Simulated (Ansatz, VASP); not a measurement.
**B2W: VASP beside Ansatz**

```xyz
3
Lattice="3.0597 0.0000 0.0000 -1.5299 2.6498 0.0000 0.0000 0.0000 3.0901" Properties=species:S:1:pos:R:3 pbc="T T T"
B     0.0000    1.7665    1.5451
B     1.5299    0.8833    1.5451
W     0.0000    0.0000    0.0000
```

Change from the starting cell: volume scaled by 1.04.

Alike in both runs: task single point; functional LDA; k mesh 14 × 14 × 12; occupations fermi-dirac, width 0.05 eV; no spin polarisation.

|  | VASP | Ansatz |
| --- | --- | --- |
| version | VASP 6.6.1 | Ansatz 0.2.0 |
| potentials or method | VASP PAW LDA potentials, release 64 (B, W_sv), cutoff 520 eV | all-electron LAPW, scalar-relativistic |

Ansatz gave:

* pressure (GPa): 5.9
* traceless stress, the component that is largest in VASP (GPa): 10.65

Question: Which values does VASP return?

Answer: Pressure (GPa): 7.7; traceless stress, the component that is largest in VASP (GPa): 10.84.

LDA's correlation is that of Perdew and Zunger in VASP and of Perdew and Wang (1992) in Ansatz. Ansatz ran all-electron here, and VASP with PAW potentials.

Neither program's run includes spin-orbit coupling.
